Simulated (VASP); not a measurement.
Set up this calculation in VASP 6.6.1, as the native input.

```yaml
Task: relaxation of cell and atoms
Functional: PBE
Potentials_or_basis: VASP PAW PBE potentials, release 64 (Mo_sv)
Cutoff: 600 eV
k_mesh: 10 × 10 × 13
Occupations: fermi-dirac, width 0.1 eV
Spin: no spin polarisation
Target_pressure: 380 GPa
Dipole_correction: no
Further_INCAR_settings: ALGO = Normal; EDIFF = 1e-06; IBRION = 2; EDIFFG = -0.005; NSW = 32; ISIF = 3
```

The structure of Mo lies in POSCAR:

```
Mo
1.0
    3.7580426200      0.0000000000      0.0000000000
   -1.8790213100      3.2545603774      0.0000000000
    0.0000000000      0.0000000000      2.2752891934
Mo
3
Direct
    0.0000000000      0.0000000000      0.0000000000
    0.3333333333      0.6666666667      0.5000000000
    0.6666666667      0.3333333333      0.5000000000
```

This isn't the form of Mo at room conditions, which is bcc.

These files were run (other wordings do the same):

INCAR

```
ALGO = Normal
EDIFF = 1E-6
EDIFFG = -0.005
ENCUT = 600
GGA = PE
IBRION = 2
ISIF = 3
ISMEAR = -1
LASPH = T
LCHARG = F
LREAL = F
LWAVE = F
NELM = 100
NSW = 32
PREC = Accurate
PSTRESS = 3800.0
SIGMA = 0.1
```

KPOINTS

```
k-points
0
Gamma
  10 10 13
```

Potentials or basis: VASP PAW PBE potentials, release 64 (Mo_sv).

Launch:

```bash
$ cat potpaw_PBE.64/Mo_sv/POTCAR > POTCAR
$ mpirun -np 1 vasp_std > vasp.out
```

It gave:

```json
{"Relaxed volume": "9.33 Å³/atom", "Relaxed cell": "a = 3.771 Å, b = 3.771 Å, c = 2.273 Å, α = 90.00°, β = 90.00°, γ = 120.00°", "Space group after relaxing (to 0.1 Å)": "P6/mmm (No. 191)", "Energy change on relaxing (the run minimises the enthalpy)": "-123.9 meV/atom", "Ionic steps": "6", "Pressure after relaxing": "380.1 GPa", "Band gap on the k mesh": "zero (bands 21 and 22 overlap by 2.76 eV)"}
```

Caveat: the cell is relaxed towards a set pressure, so the run minimises the enthalpy, not the energy.

It took 6.2 min on 1 thread of Intel Xeon 8259CL, with other jobs on the host, peak memory 0.19 GiB.
